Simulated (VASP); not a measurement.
Crystal: Si.

```xyz
8
Lattice="5.0869 -0.0578 -0.0148 -0.0578 5.0562 0.0680 -0.0148 0.0680 5.0573" Properties=species:S:1:pos:R:3 pbc="T T T"
Si    1.2306    1.1234    1.3248
Si    1.2208    1.6523    3.7661
Si    0.9628    3.7179    1.2534
Si    1.1292    3.7320    3.8861
Si    3.9597    0.9824    1.1591
Si    3.9838    1.3370    3.6654
Si    3.8937    3.7198    1.5336
Si    3.6764    4.0008    3.8535
```

```yaml
Program: VASP 6.6.1
Task: relaxation of cell and atoms
Functional: PBE
Potentials_or_basis: VASP PAW PBE potentials, release 64 (Si)
Cutoff: 600 eV
k_mesh: 4 × 4 × 4
Occupations: gaussian, width 0.2 eV
Spin: no spin polarisation
```

At the start: pressure 7.1 GPa; volume 16.25 Å³/atom.

Q: How do energy, volume and symmetry change on relaxing?

A: Over 63 steps the energy falls by 301.7 meV/atom and the volume is 17.59 Å³/atom (+8.2 %); space group P1 (No. 1, to 0.1 Å) before, I4/mmm (No. 139, to 0.1 Å).

Step by step:
| step | energy change (eV) | largest force (eV/Å) | pressure (GPa) | volume (Å³) |
| --- | --- | --- | --- | --- |
| 1 | 0.0000 | 4.0760 | 7.06 | 130.03 |
| 3 | -0.9439 | 0.8528 | -3.93 | 139.27 |
| 5 | -1.2648 | 0.6948 | 3.04 | 126.91 |
| 7 | -1.3644 | 0.3151 | 2.17 | 127.66 |
| 9 | -1.3909 | 0.2355 | -0.37 | 130.67 |
| 11 | -1.4232 | 0.3025 | 0.11 | 130.70 |
| 13 | -1.4587 | 0.3768 | 0.00 | 130.97 |
| 15 | -1.5578 | 0.5360 | 0.29 | 132.20 |
| 17 | -1.5773 | 0.4644 | 0.21 | 132.15 |
| 19 | -1.5539 | 1.1540 | 1.05 | 133.66 |
| 21 | -1.6478 | 0.4389 | 0.35 | 133.42 |
| 23 | -1.6853 | 0.2874 | -0.17 | 134.80 |
| 25 | -1.7433 | 0.3642 | 0.21 | 134.73 |
| 27 | -1.7480 | 0.4490 | 0.37 | 134.69 |
| 29 | -1.7969 | 0.4062 | 0.03 | 135.62 |
| 31 | -1.8255 | 0.2930 | -0.12 | 136.09 |
| 33 | -1.8766 | 0.3176 | 0.13 | 136.36 |
| 35 | -1.9933 | 1.2383 | 3.32 | 134.70 |
| 37 | -2.0204 | 1.0403 | 2.32 | 135.41 |
| 39 | -2.1221 | 1.0865 | 1.26 | 137.51 |
| 41 | -2.1457 | 1.0614 | 0.57 | 138.80 |
| 43 | -2.2825 | 0.6145 | -0.60 | 140.40 |
| 45 | -2.3127 | 0.5175 | -1.19 | 141.52 |
| 47 | -2.3568 | 0.4435 | 0.68 | 139.24 |
| 49 | -2.3819 | 0.2120 | -0.13 | 140.68 |
| 51 | -2.3903 | 0.2745 | -0.11 | 140.74 |
| 53 | -2.4040 | 0.1305 | 0.24 | 140.21 |
| 55 | -2.4087 | 0.1040 | -0.04 | 140.58 |
| 57 | -2.4106 | 0.0891 | -0.05 | 140.59 |
| 59 | -2.4123 | 0.0602 | 0.23 | 140.21 |
| 61 | -2.4132 | 0.0305 | -0.28 | 140.96 |
| 63 | -2.4137 | 0.0215 | -0.10 | 140.70 |

Final structure:
```xyz
8
Lattice="4.7821 0.0043 -0.0009 -0.0013 6.1535 -0.0292 0.0034 0.0188 4.7813" Properties=species:S:1:pos:R:3 pbc="T T T"
Si    1.1927    1.1904    1.1898
Si    1.1927    1.9106    3.5758
Si    1.1990    4.9755    1.1780
Si    1.2018    4.2757    3.5727
Si    3.5828    1.8978    1.1814
Si    3.5832    1.2025    3.5747
Si    3.5917    4.2654    1.1716
Si    3.5927    4.9887    3.5611
```

Caveat: a cell axis changed by over 15 % at a fixed basis, so the end point is rough.
